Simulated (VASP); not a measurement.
Cl: single point with PBE

The system is Cl.

```
CELL_PARAMETERS angstrom
0.00000 2.19759 2.19759
2.19759 0.00000 2.19759
2.19759 2.19759 0.00000
ATOMIC_POSITIONS crystal
Cl 0.00000 0.00000 0.00000
```

```
Program                : VASP 6.6.1
Task                   : single point
Functional             : PBE
Potentials or basis    : VASP PAW PBE potentials, release 64 (Cl)
Cutoff                 : 520 eV
k mesh                 : 15 × 15 × 15
Occupations            : fermi-dirac, width 0.05 eV
Spin                   : no spin polarisation
Dipole correction      : no
Further INCAR settings : ALGO = Normal; EDIFF = 1e-06; NBANDS = 10
```

```json
{
 "Pressure": "-0.1 GPa"
}
```

Levels at points of the mesh, in eV from the Fermi level:
```
           k point  band 1  band 2  band 3  band 4  band 5  band 6  band 7  band 8
(0.00, 0.00, 0.00)  -15.29    0.79    0.79    0.79    9.91   14.07   14.07   14.07
```

It took 31 s on 1 thread of AMD EPYC 7571 (shared host), peak memory 0.11 GiB.

Caveat: an odd number of electrons without spin polarisation forces a metal; a magnetic or distorted state may lie lower.
